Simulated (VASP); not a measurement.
# Sn2CO2 in VASP: notebook, part 2 of 2

VASP 6.6.1. Earlier steps stand in the parts before.

**3. Single point, PBE+D3(BJ), collinear spin**

Contents of INCAR:

```
PREC     = Accurate       # precision mode
ENCUT    = 520            # plane-wave cutoff, eV
EDIFF    = 1E-6           # SCF threshold, eV
ISMEAR   = 0              # smearing method
SIGMA    = 0.05           # smearing width, eV
LREAL    = F              # projectors in reciprocal space
LASPH    = T              # aspherical terms in the spheres
NELM     = 150            # most SCF steps
ALGO     = Normal         # electronic algorithm
ISIF     = 2              # what is computed and relaxed
LWAVE    = F              # write WAVECAR
LCHARG   = F              # write CHGCAR
ISPIN    = 2              # spin polarisation
MAGMOM   = 0 0 0 0 2      # initial moments
LORBIT   = 11             # projections on sites
LDIPOL   = T            
IDIPOL   = 3            
DIPOL    = 0.5 0.5 0.316
GGA      = PE             # functional
IVDW     = 12             # dispersion correction
NBANDS   = 34             # bands
```

Contents of KPOINTS:

```
regular mesh
0
Gamma
  7 7 1
```

Contents of POSCAR:

```
Sn2CO2
1.0
    3.8201708766      0.0000000000      0.0000000000
    0.0000000000      3.8201708766      0.0000000000
    0.0000000000      0.0000000000     17.8630360333
Sn O C
2 2 1
Direct
    0.5000000000      0.0000000000      0.2239261004
    0.0000000000      0.5000000000      0.3562124614
    0.0000000000      0.0000000000      0.2900692809
    0.5000000000      0.5000000000      0.2900692809
    0.1250000000      1.0000000000      0.4216641026
```

Potentials or basis: VASP PAW PBE potentials, release 64 (Sn_d, O, C).

On the command line:

```
$ cat potpaw_PBE.64/Sn_d/POTCAR potpaw_PBE.64/O/POTCAR potpaw_PBE.64/C/POTCAR > POTCAR
$ mpirun -np 1 vasp_std > vasp.out
```

OUTCAR:

```text
PREC = Accurate
   ENCUT = 520
   EDIFF = 1E-6
   ISMEAR = 0
   LREAL = F
   LASPH = T
   NELM = 150
   ISIF = 2
   ISPIN = 2
   LORBIT = 11
   GGA = PE
   IVDW = 12
 IVDW          = 12

 ion  position               nearest neighbor table
   1  0.500  0.000  0.224-   3 2.25   4 2.25   4 2.25   3 2.25   2 3.59   2 3.59   2 3.59   2 3.59

   2  0.000  0.500  0.356-   3 2.25   4 2.25   3 2.25   4 2.25   5 2.29   5 2.29   1 3.59   1 3.59
                             1 3.59   1 3.59
   3  0.000  0.000  0.290-   1 2.25   2 2.25   2 2.25   1 2.25
   4  0.500  0.500  0.290-   1 2.25   2 2.25   1 2.25   2 2.25
   5  0.125  0.000  0.422-   2 2.29   2 2.29

  LATTYP: Found a simple tetragonal cell.
 ALAT       =     3.8201708766
 C/A-ratio  =     4.6759782770

  Lattice vectors:

 A1 = (   3.8201708766,   0.0000000000,   0.0000000000)
 A2 = (   0.0000000000,   3.8201708766,   0.0000000000)
 A3 = (   0.0000000000,   0.0000000000,  17.8630360333)

Analysis of symmetry for initial positions (statically):
=====================================================================
 Subroutine PRICEL returns:
 Original cell was already a primitive cell.

 Routine SETGRP: Setting up the symmetry group for a
 simple tetragonal supercell.

 Subroutine GETGRP returns: Found  2 space group operations
 (whereof  2 operations were pure point group operations)
 out of a pool of 16 trial point group operations.

The static configuration has the point symmetry C_1h.

Analysis of symmetry for dynamics (positions and initial velocities):
=====================================================================
 Subroutine PRICEL returns:
 Original cell was already a primitive cell.

 Routine SETGRP: Setting up the symmetry group for a
 simple tetragonal supercell.

 Subroutine GETGRP returns: Found  2 space group operations
 (whereof  2 operations were pure point group operations)
[... 169 lines left out ...]

 spin component 1

 k-point     1 :       0.0000    0.0000    0.0000
  band No.  band energies     occupation
      1     -23.3040      1.00000
      2     -22.9907      1.00000
      3     -22.9440      1.00000
      4     -22.9059      1.00000
      5     -22.8863      1.00000
      6     -22.8768      1.00000
[... 581 lines left out ...]
     33       7.2353      0.00000
     34       7.3548      0.00000
 Fermi energy:        -1.4537025696

 spin component 2

 k-point     1 :       0.0000    0.0000    0.0000
  band No.  band energies     occupation
      1     -23.2890      1.00000
      2     -22.9915      1.00000
      3     -22.9446      1.00000
      4     -22.9023      1.00000
      5     -22.8760      1.00000
      6     -22.8657      1.00000
[... 581 lines left out ...]
     33       7.4015      0.00000
     34       7.5104      0.00000

------------------------ aborting loop because EDIFF is reached ----------------------------------------

 vacuum level on the upper side and lower side of the slab       (xc-potential included)         0.757        -0.762

 Edisp (eV)   -0.71745

 E8    (eV) :    -0.3103

  FORCE on cell =-STRESS in cart. coord.  units (eV):
  Direction    XX          YY          ZZ          XY          YZ          ZX
  --------------------------------------------------------------------------------------
  -------------------------------------------------------------------------------------
  Total      -1.21250    -1.75751     1.03442     0.00000     0.00000    -0.01622
  in kB      -7.45197   -10.80161     6.35749     0.00000     0.00000    -0.09966
  external pressure =       -3.97 kB  Pullay stress =        0.00 kB

 VOLUME and BASIS-vectors are now :
 -----------------------------------------------------------------------------
  energy-cutoff  :      520.00
  volume of cell :      260.69
      direct lattice vectors                 reciprocal lattice vectors
     3.820170877  0.000000000  0.000000000     0.261768395  0.000000000  0.000000000
     0.000000000  3.820170877  0.000000000     0.000000000  0.261768395  0.000000000
     0.000000000  0.000000000 17.863036033     0.000000000  0.000000000  0.055981525

 POSITION                                       TOTAL-FORCE (eV/Angst)
 -----------------------------------------------------------------------------------
      1.91009      0.00000      4.00000         0.008960      0.000000      0.155617
      0.00000      1.91009      6.36304         0.463447      0.000000      1.064705
      0.00000      0.00000      5.18152        -0.258827      0.000000     -1.649432
      1.91009      1.91009      5.18152         0.022038      0.000000      0.414450
      0.47752      0.00000      7.53220        -0.235618      0.000000      0.014660
 -----------------------------------------------------------------------------------
    total drift:                                0.000001      0.000000      0.001390

  FREE ENERGIE OF THE ION-ELECTRON SYSTEM (eV)
  ---------------------------------------------------
  free  energy   TOTEN  =       -26.7108578242 eV

  energy  without entropy=      -26.7077430652  energy(sigma->0) =      -26.70930044

 vacuum level on the upper side and lower side of the slab         4.269         2.706

 total charge

# of ion       s       p       d       tot
------------------------------------------
    1        1.273   0.768  10.054  12.095
    2        1.077   0.912  10.145  12.134
    3        1.588   3.408   0.000   4.996
    4        1.577   3.419   0.000   4.996
    5        0.973   1.159   0.000   2.133
--------------------------------------------------
tot          6.487   9.667  20.200  36.354

 magnetization (x)

# of ion       s       p       d       tot
------------------------------------------
    1        0.001   0.019   0.001   0.021
    2       -0.017   0.018   0.016   0.017
    3        0.009   0.046   0.000   0.056
    4        0.001   0.024   0.000   0.025
    5        0.037   0.640   0.000   0.677
--------------------------------------------------
tot          0.031   0.747   0.017   0.795
```

OSZICAR:

```text
N       E                     dE             d eps       ncg     rms          rms(c)
DAV:   1     0.419364442789E+03    0.41936E+03   -0.20448E+04  2304   0.125E+03
DAV:   2     0.433021761281E+02   -0.37606E+03   -0.35421E+03  2426   0.329E+02
DAV:   3    -0.262896842912E+02   -0.69592E+02   -0.67848E+02  2878   0.152E+02
[... 20 lines left out ...]
DAV:  24    -0.259933771304E+02   -0.26120E-04   -0.12466E-06  1780   0.374E-03    0.944E-04
DAV:  25    -0.259933960555E+02   -0.18925E-04   -0.10171E-06  1820   0.293E-03    0.362E-04
DAV:  26    -0.259933998640E+02   -0.38085E-05   -0.11579E-07  1886   0.163E-03    0.252E-04
DAV:  27    -0.259934028343E+02   -0.29703E-05   -0.84782E-08  1742   0.106E-03    0.132E-04
DAV:  28    -0.259934039263E+02   -0.10920E-05   -0.39246E-08  1728   0.692E-04    0.896E-05
DAV:  29    -0.259934042677E+02   -0.34143E-06   -0.11827E-08  1708   0.635E-04
   1 F= -.26710858E+02 E0= -.26709300E+02  d E =-.311476E-02  mag=     1.5674
```

It took 15 min on 1 thread of Intel Xeon 8259CL, shared host; peak memory 0.53 GiB.

Results:

```yaml
Free_energy: -26.7109 eV
Largest_force: 1.670 eV/Å
Net_moment: 1.57 μB per cell
Site_moments: Sn +0.02; O +0.06, +0.03; C +0.68 μB
Valence_electrons_inside_the_program's_atomic_spheres: Sn 12.10, 12.13; O 5.00; C 2.13
Dispersion_energy_per_atom: -0.143 eV
```

Forces in eV/Å, atoms in the order of the input:
```
Sn   0.009  0.000  0.156
Sn   0.463  0.000  1.065
O   -0.259  0.000 -1.649
O    0.022  0.000  0.414
C   -0.236  0.000  0.015
```
